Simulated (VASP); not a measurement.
# Zn2SiN3 (Cmmm) in VASP: notebook

Zn2SiN3 is run at these levels: PBE; tasks: single point.

Program: VASP 6.6.1. These are calculated values, not measurements. Logs are shortened: lines on timing, memory, paths and dates and some standing lists are left out, and cuts for length are marked.

## 1. The cell of the first run

Symmetry: Cmmm, No. 65, orthorhombic system. The conventional cell has a = 6.034 Å, b = 6.138 Å, c = 4.148 Å, α = 90.00°, β = 90.00°, γ = 90.00°. Within 1.9 Å of Zn (site symmetry m2m) lie 3 N at 1.41 to 1.51 Å. Within 2.7 Å of Si (site symmetry mmm) lie 2 N at 2.07 Å and 4 Zn at 2.51 Å. Within 2.0 Å of N (site symmetry 2/m) lie 2 Zn at 1.51 Å. Within 1.9 Å of N (site symmetry mmm) lie 2 Zn at 1.41 Å.

## 2. Single point, PBE

INCAR

```
SYSTEM = Zn2SiN3
ALGO = Normal ; EDIFF = 1E-6
ENCUT = 520 ; GGA = PE
ISIF = 2 ; ISMEAR = 0
LASPH = .True. ; LCHARG = .False.
LREAL = .False. ; LWAVE = .False.
NBANDS = 30 ; NELM = 100
PREC = Accurate ; SIGMA = 0.1
```

KPOINTS

```
k-points
0
Gamma
  4 4 4
  0 0 0
```

POSCAR

```
Zn2SiN3
1.0
    3.0171042900     -3.0691643300      0.0000000000
    3.0171042900      3.0691643300      0.0000000000
    0.0000000000      0.0000000000      4.1475493900
Zn Si N
2 1 3
Direct
    0.2305165600      0.7694834400      0.5000000000
    0.7694834400      0.2305165600      0.5000000000
    0.0000000000      0.0000000000      0.0000000000
    0.0000000000      0.5000000000      0.5000000000
    0.5000000000      0.0000000000      0.5000000000
    0.0000000000      0.0000000000      0.5000000000
```

Potentials or basis: VASP PAW PBE potentials, release 64 (Zn, Si, N).

Run with:

```sh
$ cat potpaw_PBE.64/Zn/POTCAR potpaw_PBE.64/Si/POTCAR potpaw_PBE.64/N/POTCAR > POTCAR
$ mpirun -np 1 vasp_std > vasp.out
```

OUTCAR:

```text
SYSTEM = Zn2SiN3
   EDIFF = 1E-6
   ENCUT = 520
   GGA = PE
   ISIF = 2
   ISMEAR = 0
   LASPH = .True.
   LREAL = .False.
   NELM = 100
   PREC = Accurate

 ion  position               nearest neighbor table
   1  0.231  0.769  0.500-   6 1.41   5 1.51   4 1.51   3 2.51   3 2.51   2 2.83   2 3.03   2 3.03

   2  0.769  0.231  0.500-   6 1.41   5 1.51   4 1.51   3 2.51   3 2.51   1 2.83   1 3.03   1 3.03

   3  0.000  0.000  0.000-   6 2.07   6 2.07   1 2.51   1 2.51   2 2.51   2 2.51
   4  0.000  0.500  0.500-   1 1.51   2 1.51
   5  0.500  0.000  0.500-   1 1.51   2 1.51
   6  0.000  0.000  0.500-   1 1.41   2 1.41   3 2.07   3 2.07

  LATTYP: Found a base centered orthorhombic cell.
 ALAT       =     6.0342085800
 B/A-ratio  =     1.0172549687
 C/A-ratio  =     0.6873394141

  Lattice vectors:

 A1 = (   3.0171042900,  -3.0691643300,   0.0000000000)
 A2 = (   3.0171042900,   3.0691643300,   0.0000000000)
 A3 = (   0.0000000000,   0.0000000000,   4.1475493900)

Analysis of symmetry for initial positions (statically):
=====================================================================
 Subroutine PRICEL returns:
 Original cell was already a primitive cell.

 Routine SETGRP: Setting up the symmetry group for a
 base centered orthorhombic supercell.

 Subroutine GETGRP returns: Found  8 space group operations
 (whereof  8 operations were pure point group operations)
 out of a pool of  8 trial point group operations.

The static configuration has the point symmetry D_2h.

Analysis of symmetry for dynamics (positions and initial velocities):
=====================================================================
 Subroutine PRICEL returns:
 Original cell was already a primitive cell.

 Routine SETGRP: Setting up the symmetry group for a
 base centered orthorhombic supercell.

 Subroutine GETGRP returns: Found  8 space group operations
 (whereof  8 operations were pure point group operations)
 out of a pool of  8 trial point group operations.

The dynamic configuration has the point symmetry D_2h.

 Subroutine INISYM returns: Found  8 space group operations
 (whereof  8 operations are pure point group operations),
 and found     1 'primitive' translations

----------------------------------------------------------------------------------------

                                     Primitive cell

  volume of cell :      76.8125

  direct lattice vectors                    reciprocal lattice vectors
     3.017104290 -3.069164330  0.000000000     0.165721815 -0.162910795  0.000000000
     3.017104290  3.069164330  0.000000000     0.165721815  0.162910795  0.000000000
     0.000000000  0.000000000  4.147549390     0.000000000  0.000000000  0.241106231

  length of vectors
     4.303799250  4.303799250  4.147549390     0.232386848  0.232386848  0.241106231

  position of ions in fractional coordinates (direct lattice)
     0.230516560  0.769483440  0.500000000
     0.769483440  0.230516560  0.500000000
     0.000000000  0.000000000  0.000000000
     0.000000000  0.500000000  0.500000000
     0.500000000  0.000000000  0.500000000
     0.000000000  0.000000000  0.500000000

  ion indices of the primitive-cell ions
   primitive index   ion index
                 1           1
                 2           2
                 3           3
                 4           4
                 5           5
                 6           6

----------------------------------------------------------------------------------------

 KPOINTS: k-points

Automatic generation of k-mesh.
 Grid dimensions read from file:
 generate k-points for:    4    4    4

 Generating k-lattice:

  Cartesian coordinates                     Fractional coordinates (reciprocal lattice)
     0.041430454 -0.040727699  0.000000000     0.250000000  0.000000000  0.000000000
     0.041430454  0.040727699  0.000000000     0.000000000  0.250000000  0.000000000
     0.000000000  0.000000000  0.060276558     0.000000000  0.000000000  0.250000000

  Length of vectors
     0.058096712  0.058096712  0.060276558

  Shift w.r.t. Gamma in fractional coordinates (k-lattice)
     0.000000000  0.000000000  0.000000000

 Subroutine IBZKPT returns following result:
 ===========================================

 Found     21 irreducible k-points:

 Following reciprocal coordinates:
            Coordinates               Weight
  0.000000  0.000000  0.000000      1.000000
  0.250000  0.000000  0.000000      4.000000
  0.500000  0.000000  0.000000      2.000000
  0.250000  0.250000  0.000000      2.000000
  0.500000  0.250000  0.000000      4.000000
 -0.250000  0.250000  0.000000      2.000000
[... 13 lines left out ...]
 -0.250000  0.250000  0.500000      2.000000
  0.500000  0.500000  0.500000      1.000000
   k-points           NKPTS =     21   k-points in BZ     NKDIM =     21   number of bands    NBANDS=     30
   number of dos      NEDOS =    301   number of ions     NIONS =      6
   total plane-waves  NPLWV =  32768
   dimension x,y,z NGX =    32 NGY =   32 NGZ =   32
   dimension x,y,z NGXF=    64 NGYF=   64 NGZF=   64
   ions per type =               2   1   3
   NGX,Y,Z   is equivalent  to a cutoff of  12.36, 12.36, 12.83 a.u.
   NGXF,Y,Z  is equivalent  to a cutoff of  24.72, 24.72, 25.65 a.u.
 SYSTEM =  Zn2SiN3
   PREC   = accura    normal or accurate (medium, high low for compatibility)
   ISTART =      0    job   : 0-new  1-cont  2-samecut
   ICHARG =      2    charge: 1-file 2-atom 10-const
   ISPIN  =      1    spin polarized calculation?
   LNONCOLLINEAR =      F non collinear calculations
   LSORBIT =      F    spin-orbit coupling
   LASPH  =      T    aspherical Exc in radial PAW
   ENCUT  =  520.0 eV  38.22 Ry    6.18 a.u.   8.00  8.00  7.71*2*pi/ulx,y,z
   NELM   =    100;   NELMIN=  2; NELMDL= -5     # of ELM steps
   EDIFF  = 0.1E-05   stopping-criterion for ELM
   LREAL  =      F    real-space projection
   EDIFFG = 0.1E-04   stopping-criterion for IOM
   NSW    =      0    number of steps for IOM
   IBRION =     -1    ionic relax: 0-MD 1-quasi-New 2-CG
   NFREE  =      0    steps in history (QN), initial steepest desc. (CG)
   ISIF   =      2    stress and relaxation
   ISYM   =      2    0-nonsym 1-usesym 2-fastsym
   POTIM  = 0.5000    time-step for ionic-motion
   TEBEG  =    0.0;   TEEND  =   0.0 temperature during run
   PSTRESS=    0.0 pullay stress
   NELECT =      43.0000    total number of electrons
   NUPDOWN=      -1.0000    fix difference up-down
   EMIN   =  10.00;   EMAX   =-10.00  energy-range for DOS
   EFERMI =   0.00;   METHOD = LEGACY
   ISMEAR =     0;   SIGMA  =   0.10  broadening in eV -4-tet -1-fermi 0-gaus
   EFERMI_NEDOS =   21; number of points for ismear=-14 and -15
   IALGO  =     38    algorithm
   IMIX   =      4    mixing-type and parameters
     AMIX     =   0.40;   BMIX     =  1.00
     AMIX_MAG =   1.60;   BMIX_MAG =  1.00
  volume/ion in A,a.u.               =      12.80        86.39
  Fermi-wavevector in a.u.,A,eV,Ry     =   1.349233  2.549681 24.768452  1.820430
  Thomas-Fermi vector in A             =   2.476837
   LORBIT       =      0    0 simple, 1 ext, 2 COOP (PROOUT), +10 PAW based schemes
   GGA     = PE    functional components
   LHFCALC =     F    Hartree Fock is set to
   AEXX    =    0.0000 exact exchange contribution
   IVDW    =     0    specifies the selected vdW correction
   LEPSILON=     F    determine dielectric tensor
   LRPA    =     F    only Hartree local field effects (RPA)
 non-spin polarized calculation
 Gauss-broadening in eV      SIGMA  =   0.10
  energy-cutoff  :      520.00
  volume of cell :       76.81
 maximum number of plane-waves:      2086
   NGX = 17   NGY = 17   NGZ = 15

 number of electron      42.9999990 magnetization

 Free energy of the ion-electron system (eV)
  ---------------------------------------------------
  ext. energy  EPLUGINS =         0.00000000
  ---------------------------------------------------
  free energy    TOTEN  =        -5.89956719 eV

  energy without entropy =       -5.89458683  energy(sigma->0) =       -5.89707701

 E-fermi :   4.0066     XC(G=0): -10.1559

 val. band max:        3.9005824457   @ k =   0.0000   0.0000   0.2500
 cond. band min:       4.0248091480   @ k =   0.5000   0.5000   0.0000
 fundamental gap:      0.1242267022
 Fermi energy:         4.0066109771

 k-point     1 :       0.0000    0.0000    0.0000
  band No.  band energies     occupation
      1     -16.0470      2.00000
      2     -13.1519      2.00000
      3     -10.8914      2.00000
      4      -9.0718      2.00000
      5      -8.1843      2.00000
      6      -8.1635      2.00000
[... 22 lines left out ...]
     29      11.9089      0.00000
     30      12.0860      0.00000

 k-point     2 :       0.2500    0.0000    0.0000
  band No.  band energies     occupation
      1     -15.8786      2.00000
      2     -13.1240      2.00000
      3     -11.7794      2.00000
      4      -8.7720      2.00000
      5      -7.9668      2.00000
      6      -7.4560      2.00000
[... 22 lines left out ...]
     29      11.9485      0.00000
     30      11.9903      0.00000

 k-point     3 :       0.5000    0.0000    0.0000
  band No.  band energies     occupation
      1     -15.6782      2.00000
      2     -13.0039      2.00000
      3     -12.5402      2.00000
      4      -8.7311      2.00000
      5      -7.6533      2.00000
      6      -7.4552      2.00000
[... 22 lines left out ...]
     29      11.6542      0.00000
     30      11.9012      0.00000

 k-point     4 :       0.2500    0.2500    0.0000
  band No.  band energies     occupation
      1     -15.7040      2.00000
      2     -12.7809      2.00000
      3     -12.7228      2.00000
      4      -8.6618      2.00000
      5      -7.7460      2.00000
      6      -7.4637      2.00000
[... 517 lines left out ...]
     29      13.4901      0.00000
     30      13.7513      0.00000

 k-point    20 :      -0.2500    0.2500    0.5000
  band No.  band energies     occupation
      1     -15.6182      2.00000
      2     -13.3747      2.00000
      3     -11.2451      2.00000
      4      -9.0217      2.00000
      5      -8.4209      2.00000
      6      -8.2233      2.00000
[... 22 lines left out ...]
     29      12.1478      0.00000
     30      13.1880      0.00000

 k-point    21 :       0.5000    0.5000    0.5000
  band No.  band energies     occupation
      1     -15.2692      2.00000
      2     -13.6792      2.00000
      3     -11.5459      2.00000
      4      -8.8975      2.00000
      5      -8.6244      2.00000
      6      -8.1638      2.00000
[... 22 lines left out ...]
     29      12.5808      0.00000
     30      13.9262      0.00000

------------------------ aborting loop because EDIFF is reached ----------------------------------------

  FORCE on cell =-STRESS in cart. coord.  units (eV):
  Direction    XX          YY          ZZ          XY          YZ          ZX
  --------------------------------------------------------------------------------------
  -------------------------------------------------------------------------------------
  Total       86.4999948     86.9202083      8.1890124      0.0000000      0.0000000      0.0000000
  in kB     1804.2413716   1813.0063033    170.8087386      0.0000000      0.0000000      0.0000000
  external PRESSURE =    1262.6854712 kB  Pullay stress =       0.0000000 kB

 VOLUME and BASIS-vectors are now :
 -----------------------------------------------------------------------------
  energy-cutoff  :      520.00
  volume of cell :       76.81
      direct lattice vectors                 reciprocal lattice vectors
     3.017104290 -3.069164330  0.000000000     0.165721815 -0.162910795  0.000000000
     3.017104290  3.069164330  0.000000000     0.165721815  0.162910795  0.000000000
     0.000000000  0.000000000  4.147549390     0.000000000  0.000000000  0.241106231

 POSITION                                       TOTAL-FORCE (eV/Angst)
 -----------------------------------------------------------------------------------
      3.01710      1.65418      2.07377        -0.000000    -25.599304      0.000000
      3.01710     -1.65418      2.07377        -0.000000     25.599304     -0.000000
      0.00000      0.00000      0.00000        -0.000000      0.000000     -0.000000
      1.50855      1.53458      2.07377        -0.000000      0.000000     -0.000000
      1.50855     -1.53458      2.07377         0.000000      0.000000     -0.000000
      0.00000      0.00000      2.07377        -0.000000      0.000000     -0.000000
 -----------------------------------------------------------------------------------
    total drift:                               -0.000000     -0.000000      0.000000

  FREE ENERGIE OF THE ION-ELECTRON SYSTEM (eV)
  ---------------------------------------------------
  free  energy   TOTEN  =        -5.8995671885 eV

  energy  without entropy=       -5.8945868290  energy(sigma->0) =       -5.89707701
```

Wall time 18 s (1 thread of Intel Xeon 6975P-C (Granite Rapids), shared host); peak memory 0.19 GiB.

What came out:

* Free energy: -5.8996 eV
* Pressure: 126.3 GPa
* Largest force: 25.599 eV/Å

Forces on the atoms (eV/Å):
```
Zn    0.000 -25.599   0.000
Zn    0.000  25.599   0.000
Si    0.000   0.000   0.000
N     0.000   0.000   0.000
N     0.000   0.000   0.000
N     0.000   0.000   0.000
```

Levels at points of the mesh, in eV from the Fermi level:
| k point | band 19 | band 20 | band 21 | band 22 | band 23 | band 24 |
| --- | --- | --- | --- | --- | --- | --- |
| (0.00, 0.00, 0.00) | -2.11 | -1.89 | -0.49 | 1.09 | 1.96 | 2.13 |
| (0.50, 0.00, 0.00) | -2.60 | -1.93 | -1.27 | -0.73 | 0.48 | 1.98 |
| (0.50, 0.50, 0.00) | -2.15 | -1.59 | -0.96 | 0.02 | 0.08 | 0.57 |
| (0.00, 0.00, 0.50) | -1.86 | -1.28 | -1.00 | -0.54 | 0.44 | 1.13 |
| (0.50, 0.00, 0.50) | -1.74 | -1.63 | -0.67 | -0.29 | 0.13 | 1.54 |
| (0.50, 0.50, 0.50) | -1.75 | -1.26 | -0.22 | 0.11 | 0.12 | 1.39 |

Caveat: the k points lie up to 0.38 Å⁻¹ apart; forces of over 1 eV/Å act on the atoms, so gaps and moduli don't describe the material at rest.

## 3. Single point, PBE

This run uses another cell than the first one, of 24.37 Å³/atom, 1.904 times its volume.

INCAR

```
SYSTEM = Zn2SiN3
  ALGO = Normal
  EDIFF = 1E-6
  ENCUT = 520
  GGA = PE
  ISIF = 2
  ISMEAR = 0
  LASPH = .TRUE.
  LCHARG = .FALSE.
  LREAL = .FALSE.
  LWAVE = .FALSE.
  NBANDS = 30
  NELM = 60
  PREC = Accurate
  SIGMA = 0.1
```

KPOINTS

```
k-points
0
G
  4 4 6
  0 0 0
```

POSCAR

```
Zn2SiN3
1.0
    3.5098201601     -6.3413844218      0.0000000000
    3.5098201601      6.3413844218      0.0000000000
    0.0000000000      0.0000000000      3.2854115448
Zn Si N
2 1 3
Direct
    0.2521871530      0.7478128470      0.5000000000
    0.7478128470      0.2521871530      0.5000000000
    0.0000000000      0.0000000000      0.0000000000
    0.0000000000      0.5000000000      0.5000000000
    0.5000000000      0.0000000000      0.5000000000
    0.0000000000      0.0000000000      0.5000000000
```

Potentials or basis: VASP PAW PBE potentials, release 64 (Zn, Si, N).

Run with:

```sh
$ cat potpaw_PBE.64/Zn/POTCAR potpaw_PBE.64/Si/POTCAR potpaw_PBE.64/N/POTCAR > POTCAR
$ mpirun -np 1 vasp_std > vasp.out
```

It took 80 s on 1 thread of Intel Xeon 6975P-C (Granite Rapids), shared host; peak memory 0.3 GiB.

It converged, with:

- Free energy: -25.6384 eV
- Pressure: 0.5 GPa
- Largest force: 0.011 eV/Å

Forces on the atoms (eV/Å):
```
Zn   0.000  0.011  0.000
Zn   0.000 -0.011  0.000
Si   0.000  0.000  0.000
N    0.000  0.000  0.000
N    0.000  0.000  0.000
N    0.000  0.000  0.000
```

Stress tensor (GPa, compression positive):
```
1.18 0.00 0.00
0.00 0.17 0.00
0.00 0.00 0.08
```

Levels at points of the mesh, in eV from the Fermi level:
```tsv
k point	band 17	band 18	band 19	band 20	band 21	band 22	band 23	band 24	band 25	band 26
(0.00, 0.00, 0.00)	-3.68	-2.80	-1.45	-1.43	-0.24	0.03	0.91	2.16	3.32	4.53
(0.50, 0.00, 0.00)	-3.94	-3.47	-1.69	-0.81	-0.58	0.31	0.32	3.45	4.14	4.30
(0.50, 0.50, 0.00)	-4.28	-2.80	-2.30	-0.70	-0.24	-0.07	0.91	2.15	4.07	4.40
(0.00, 0.00, 0.50)	-2.68	-2.55	-2.54	-0.96	-0.54	0.21	0.35	0.72	2.32	3.40
(0.50, 0.00, 0.50)	-2.83	-2.50	-1.90	-1.79	-0.53	-0.38	0.56	0.80	2.22	4.62
(0.50, 0.50, 0.50)	-2.93	-2.77	-2.57	-1.24	-0.60	0.30	0.75	0.85	1.84	3.13
```

## 4. Single point, PBE

This run uses another cell than the first one, of 23.32 Å³/atom, 1.822 times its volume.

INCAR

```
SYSTEM = Zn2SiN3
ALGO = Normal ; EDIFF = 1E-6
ENCUT = 520 ; GGA = PE
ISIF = 2 ; ISMEAR = 0
LASPH = .True. ; LCHARG = .False.
LREAL = .False. ; LWAVE = .False.
NBANDS = 30 ; NELM = 60
PREC = Accurate ; SIGMA = 0.1
```

KPOINTS

```
k-points
0
Gamma
  4 4 4
  0 0 0
```

POSCAR

```
Zn2SiN3
1.0
    3.5137461203     -6.0943479599      0.0000000000
    3.5137461203      6.0943479599      0.0000000000
    0.0000000000      0.0000000000      3.2671260815
Zn Si N
2 1 3
Direct
    0.2530325134      0.7469674866      0.5000000000
    0.7469674866      0.2530325134      0.5000000000
    0.0000000000      0.0000000000      0.0000000000
    0.0000000000      0.5000000000      0.5000000000
    0.5000000000      0.0000000000      0.5000000000
    0.0000000000      0.0000000000      0.5000000000
```

Run with:

```sh
$ cat potpaw_PBE.64/Zn/POTCAR potpaw_PBE.64/Si/POTCAR potpaw_PBE.64/N/POTCAR > POTCAR
$ mpirun -np 1 vasp_std > vasp.out
```

Run time: 42 s. Hardware: 1 thread of Intel Xeon 6975P-C (Granite Rapids), shared host; peak memory 0.28 GiB.

The run converged. Its results:

- Free energy: -25.6687 eV
- Pressure: 0.5 GPa
- Largest force: 0.015 eV/Å

Forces in eV/Å, atoms in the order of the input:
```
Zn   0.000 -0.015  0.000
Zn   0.000  0.015  0.000
Si   0.000  0.000  0.000
N    0.000  0.000  0.000
N    0.000  0.000  0.000
N    0.000  0.000  0.000
```

Stress tensor (GPa, compression positive):
```
 1.33  0.00  0.00
 0.00  0.13  0.00
 0.00  0.00 -0.01
```

Levels at points of the mesh, in eV from the Fermi level:
```csv
k point,band 18,band 19,band 20,band 21,band 22,band 23,band 24,band 25,band 26,band 27
"(0.00, 0.00, 0.00)",-2.80,-1.60,-1.38,-0.21,0.02,0.93,2.10,3.21,4.44,4.53
"(0.50, 0.00, 0.00)",-3.48,-1.82,-0.79,-0.59,0.33,0.34,3.35,4.05,4.31,5.11
"(0.50, 0.50, 0.00)",-2.81,-2.43,-0.72,-0.22,-0.10,0.93,2.11,4.03,4.25,4.38
"(0.00, 0.00, 0.50)",-2.55,-2.54,-0.92,-0.57,-0.08,0.35,0.50,2.14,3.42,4.56
"(0.50, 0.00, 0.50)",-2.51,-2.01,-1.84,-0.53,-0.35,0.33,0.64,2.02,4.57,4.76
"(0.50, 0.50, 0.50)",-2.87,-2.56,-1.25,-0.68,0.29,0.59,0.69,1.60,3.05,5.12
```

Caveat: the k points lie up to 0.48 Å⁻¹ apart.

## 5. Summary

| cell | k mesh | gap on the mesh (eV) | pressure (GPa) | largest force (eV/Å) |
| --- | --- | --- | --- | --- |
| a = 4.304, b = 4.304, c = 4.148 Å, angles 90.0, 90.0, 91.0°, 6 atoms | 4 × 4 × 4 | none | 126.3 | 25.60 |
| a = 7.248, b = 7.248, c = 3.285 Å, angles 90.0, 90.0, 122.1°, 6 atoms | 4 × 4 × 6 | none | 0.5 | 0.01 |
| a = 7.035, b = 7.035, c = 3.267 Å, angles 90.0, 90.0, 120.1°, 6 atoms | 4 × 4 × 4 | none | 0.5 | 0.02 |

Alike in all rows: task single point; level PBE; potentials or basis VASP PAW PBE potentials, release 64 (Zn, Si, N); no spin polarisation; cutoff (eV) 520; smearing gaussian 0.1 eV.

Caveats: some runs use coarse meshes; forces of over 1 eV/Å act on the atoms, so gaps and moduli don't describe the material at rest (some runs).

Total energies depend on the potentials used, so only differences within one code and one set of settings carry meaning.
